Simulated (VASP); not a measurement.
Wanted: the native input for a VASP 6.6.1 run.

- Task: single point
- Functional: r2SCAN
- Potentials or basis: VASP PAW PBE potentials, release 64 (In_d, Se)
- Cutoff: 520 eV
- k mesh: 5 × 7 × 3
- Occupations: gaussian, width 0.05 eV
- Spin: no spin polarisation
- Dipole correction: no
- Further INCAR settings: ALGO = Normal; EDIFF = 1e-06; NBANDS = 48

Crystal: InSe.

```
In Se
1.0
     1.64238    0.00000   -4.80226
     0.00000    4.10110    0.00000
    10.97378    0.00000    1.76720
In Se
4 4
Direct
  0.60744 0.00000 0.38817
  0.80744 0.50000 0.88817
  0.79256 0.00000 0.61183
  0.59256 0.50000 0.11183
  0.89619 0.00000 0.16184
  0.09619 0.50000 0.66184
  0.50381 0.00000 0.83816
  0.30381 0.50000 0.33816
```

This cell differs from its parent crystal: the part above a cut slid along it.

These files were run (other wordings do the same):

POSCAR

```
InSe
1.0
    1.6423826481      0.0000000000     -4.8022569849
    0.0000000000      4.1010986990      0.0000000000
   10.9737817791      0.0000000000      1.7671992106
In Se
4 4
Direct
    0.6074354941      0.0000000000      0.3881706646
   -0.1925645059      0.5000000000      0.8881706646
   -0.2074354941      0.0000000000      0.6118293354
    0.5925645059      0.5000000000      0.1118293354
    0.8961878751      0.0000000000      0.1618440374
    0.0961878751      0.5000000000      0.6618440374
   -0.4961878751      0.0000000000      0.8381559626
    0.3038121249      0.5000000000      0.3381559626
```

INCAR.step1

```
PREC = Accurate ; ENCUT = 520
ISMEAR = 0 ; SIGMA = 0.05
LREAL = False ; LASPH = True
NELM = 100 ; NBANDS = 48
GGA = PE ; ALGO = Normal
EDIFF = 1E-4 ; LWAVE = True
LCHARG = False
```

INCAR.step2

```
PREC = Accurate ; ENCUT = 520
EDIFF = 1E-6 ; ISMEAR = 0
SIGMA = 0.05 ; LREAL = False
LASPH = True ; NELM = 100
ALGO = Normal ; ISIF = 2
LWAVE = False ; LCHARG = False
METAGGA = R2SCAN ; LMIXTAU = True
NBANDS = 48 ; ISTART = 1
```

KPOINTS

```
regular mesh
0
Gamma
  5 7 3
```

Potentials or basis: VASP PAW PBE potentials, release 64 (In_d, Se).

Launch:

```sh
$ cat potpaw_PBE.64/In_d/POTCAR potpaw_PBE.64/Se/POTCAR > POTCAR
$ cp INCAR.step1 INCAR
$ mpirun -np 1 vasp_std > vasp.out
$ cp INCAR.step2 INCAR
$ mpirun -np 1 vasp_std > vasp.out
```

Results of the run:

- Pressure: 2.3 GPa
- Largest force: 2.265 eV/Å
- Band gap on the k mesh: 0.27 eV (least direct gap 0.50 eV)

Caveat: the cell differs from its parent crystal (the part above a cut slid along it); the PAW data sets were made with another functional, which shifts forces and pressure a little; spin-orbit coupling is left out, which moves the levels of the heavy elements.

It took 54 min on 1 thread of Intel Xeon 8259CL (shared host), peak memory 0.49 GiB.
